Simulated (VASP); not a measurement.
# WSe2 (Amm2) in VASP: further runs, part 2 of 2

VASP 6.6.1. The steps go on from the part before.

### Step 4. Single point, PBE+D3(BJ)

Contents of INCAR:

```
ALGO = Normal
EDIFF = 1E-7
ENCUT = 520
GGA = PE
ISIF = 2
ISMEAR = 0
IVDW = 12
LASPH = T
LCHARG = F
LREAL = F
LWAVE = F
NBANDS = 20
NELM = 60
PREC = Accurate
SIGMA = 0.05
```

Contents of KPOINTS:

```
k-points
0
Gamma
  9 9 4
```

Contents of POSCAR:

```
WSe2
1.0
    2.9128867632      0.0000000000      0.0000000000
   -1.4564433816      3.0905708825      0.0000000000
    0.0000000000      0.0000000000      7.1688500340
W Se
1 2
Direct
    0.0000000000      0.0000000000      0.0000000000
    0.3333333333      0.6666666667      0.2405528385
    0.3333333333      0.6666666667      0.7594471615
```

Potentials or basis: VASP PAW PBE potentials, release 64 (W_sv, Se).

Command:

```sh
$ cat potpaw_PBE.64/W_sv/POTCAR potpaw_PBE.64/Se/POTCAR > POTCAR
$ mpirun -np 1 vasp_std > vasp.out
```

OUTCAR:

```text
EDIFF = 1E-7
   ENCUT = 520
   GGA = PE
   ISIF = 2
   ISMEAR = 0
   IVDW = 12
   LASPH = T
   LREAL = F
   NELM = 60
   PREC = Accurate
 IVDW          = 12

 ion  position               nearest neighbor table
   1  0.000  0.000  0.000-   2 2.48   3 2.48   2 2.48   3 2.48   2 2.69   3 2.69
   2  0.333  0.667  0.241-   1 2.48   1 2.48   1 2.69
   3  0.333  0.667  0.759-   1 2.48   1 2.48   1 2.69

  LATTYP: Found a base centered orthorhombic cell.
 ALAT       =     2.9128867632
 B/A-ratio  =     2.1219986452
 C/A-ratio  =     2.4610809196

  Lattice vectors:

 A1 = (   1.4564433816,  -3.0905708825,   0.0000000000)
 A2 = (   1.4564433816,   3.0905708825,   0.0000000000)
 A3 = (   0.0000000000,   0.0000000000,   7.1688500340)

Analysis of symmetry for initial positions (statically):
=====================================================================
 Subroutine PRICEL returns:
 Original cell was already a primitive cell.

 Routine SETGRP: Setting up the symmetry group for a
 base centered orthorhombic supercell.

 Subroutine GETGRP returns: Found  4 space group operations
 (whereof  4 operations were pure point group operations)
[... 165 lines left out ...]
  energy without entropy =      -20.69679452  energy(sigma->0) =      -20.69694502

 E-fermi :   6.3795     XC(G=0): -10.2476

 val. band max:        6.3396597594   @ k =   0.0000   0.4444   0.5000
 cond. band min:       6.4076029926   @ k =   0.0000   0.2222   0.0000
 fundamental gap:      0.0679432333
 Fermi energy:         6.3795473223

 k-point     1 :       0.0000    0.0000    0.0000
  band No.  band energies     occupation
      1     -68.4957      2.00000
      2     -32.8534      2.00000
      3     -32.7748      2.00000
      4     -32.3005      2.00000
      5      -9.7116      2.00000
      6      -8.4871      2.00000
[... 541 lines left out ...]
     19      11.9423      0.00000
     20      14.3002      0.00000

 [... further k-points ...]

------------------------ aborting loop because EDIFF is reached ----------------------------------------

 Edisp (eV)   -1.31112

 E8    (eV) :    -0.5851

  FORCE on cell =-STRESS in cart. coord.  units (eV):
  Direction    XX          YY          ZZ          XY          YZ          ZX
  --------------------------------------------------------------------------------------
  -------------------------------------------------------------------------------------
  Total      11.71963    -4.49971    -1.13243     0.00000     0.00000     0.00000
  in kB     290.94619  -111.70763   -28.11321     0.00000     0.00000     0.00000
  external pressure =       50.38 kB  Pullay stress =        0.00 kB

 VOLUME and BASIS-vectors are now :
 -----------------------------------------------------------------------------
  energy-cutoff  :      520.00
  volume of cell :       64.54
      direct lattice vectors                 reciprocal lattice vectors
     2.912886763  0.000000000  0.000000000     0.343302051  0.161782408  0.000000000
    -1.456443382  3.090570882  0.000000000     0.000000000  0.323564816  0.000000000
     0.000000000  0.000000000  7.168850034     0.000000000  0.000000000  0.139492387

 POSITION                                       TOTAL-FORCE (eV/Angst)
 -----------------------------------------------------------------------------------
      0.00000      0.00000      0.00000         0.000000      0.939506      0.000000
     -0.00000      2.06038      1.72449        -0.000000     -0.469753     -0.225428
     -0.00000      2.06038      5.44436        -0.000000     -0.469753      0.225428
 -----------------------------------------------------------------------------------
    total drift:                               -0.000001     -0.000042     -0.000000

  FREE ENERGIE OF THE ION-ELECTRON SYSTEM (eV)
  ---------------------------------------------------
  free  energy   TOTEN  =       -22.0082111190 eV

  energy  without entropy=      -22.0079101170  energy(sigma->0) =      -22.00806062
```

OSZICAR:

```text
N       E                     dE             d eps       ncg     rms          rms(c)
DAV:   1     0.195576993947E+03    0.19558E+03   -0.12701E+04  3008   0.126E+03
DAV:   2    -0.116944065546E+02   -0.20727E+03   -0.20107E+03  3572   0.327E+02
DAV:   3    -0.214835754758E+02   -0.97892E+01   -0.96757E+01  3728   0.663E+01
DAV:   4    -0.216128555644E+02   -0.12928E+00   -0.12916E+00  3548   0.821E+00
DAV:   5    -0.216144586228E+02   -0.16031E-02   -0.16030E-02  3612   0.977E-01    0.216E+01
DAV:   6    -0.209213379504E+02    0.69312E+00   -0.39785E+00  3312   0.128E+01    0.793E+00
DAV:   7    -0.207887824292E+02    0.13256E+00   -0.18636E+00  3128   0.688E+00    0.465E+00
DAV:   8    -0.206960913154E+02    0.92691E-01   -0.41052E-01  3376   0.394E+00    0.803E-01
DAV:   9    -0.206969876050E+02   -0.89629E-03   -0.20803E-02  3492   0.887E-01    0.490E-01
DAV:  10    -0.206969322775E+02    0.55328E-04   -0.28201E-03  3376   0.395E-01    0.980E-02
DAV:  11    -0.206970335667E+02   -0.10129E-03   -0.27146E-04  3360   0.124E-01    0.756E-02
DAV:  12    -0.206970738378E+02   -0.40271E-04   -0.61657E-05  3368   0.489E-02    0.186E-02
DAV:  13    -0.206970944869E+02   -0.20649E-04   -0.18324E-05  3264   0.247E-02    0.542E-03
DAV:  14    -0.206970953750E+02   -0.88809E-06   -0.18087E-06  3576   0.712E-03    0.394E-03
DAV:  15    -0.206970955304E+02   -0.15545E-06   -0.33862E-07  3172   0.352E-03    0.149E-03
DAV:  16    -0.206970955255E+02    0.49245E-08   -0.31063E-08  2344   0.109E-03
   1 F= -.22008211E+02 E0= -.22008061E+02  d E =-.301002E-03
```

stdout:

```text
POSCAR found type information on POSCAR W Se
 POSCAR found :  2 types and       3 ions
 scaLAPACK will be used
 LDA part: xc-table for (Slater+PW92), standard interpolation
 POSCAR, INCAR and KPOINTS ok, starting setup
 FFT: planning ... GRIDC
 FFT: planning ... GRID_SOFT
 FFT: planning ... GRID
 WAVECAR not read
 entering main loop
```

It took 94 s on 1 thread of AMD EPYC 7R13, shared host; peak memory 0.25 GiB.

Results:

| Quantity | Value |
| --- | --- |
| Free energy | -22.0082 eV |
| Pressure | 5.0 GPa |
| Largest force | 0.940 eV/Å |
| Band gap on the k mesh | 0.07 eV (least direct gap 0.93 eV) |
| Dispersion energy per atom | -0.437 eV |

Forces on the atoms (eV/Å):
```
W    0.000  0.940  0.000
Se   0.000 -0.470 -0.225
Se   0.000 -0.470  0.225
```

Stress tensor (GPa, compression positive):
```
 29.09   0.00   0.00
  0.00 -11.17   0.00
  0.00   0.00  -2.81
```

Caveat: the cell differs from its parent crystal (strain +e along x and -e along y -0.1000, strain +e along z and -e/2 along x and y +0.0233); the stress differs along the axes, from -11 to 29 GPa; spin-orbit coupling is left out, which moves the levels of the heavy elements. A k mesh can miss the band edges.

### Step 5. Overview

| cell | gap on the mesh (eV) | pressure (GPa) | largest force (eV/Å) |
| --- | --- | --- | --- |
| a = 3.000, b = 3.249, c = 7.496 Å, angles 90.0, 90.0, 117.5°, 3 atoms | 0.37 | 1.0 | 1.04 |
| a = 3.645, b = 3.166, c = 6.842 Å, angles 90.0, 90.0, 125.1°, 3 atoms | 1.09 | 4.9 | 2.30 |
| a = 2.913, b = 3.417, c = 7.169 Å, angles 90.0, 90.0, 115.2°, 3 atoms | 0.07 | 5.0 | 0.94 |

Alike in all rows: task single point; level PBE+D3(BJ); potentials or basis VASP PAW PBE potentials, release 64 (W_sv, Se); no spin polarisation; k mesh 9 × 9 × 4; cutoff (eV) 520; smearing gaussian 0.05 eV.

Caveats: spin-orbit coupling is left out, which moves the levels of the heavy elements; forces of over 1 eV/Å act on the atoms, so gaps and moduli don't describe the material at rest (at least some runs); the stress differs along the axes, from -11 to 18 GPa (at least some runs); the stress differs along the axes, from -8 to 17 GPa (at least some runs); the stress differs along the axes, from -11 to 29 GPa (at least some runs).

Absolute energies hang on the potentials; compare differences alone.
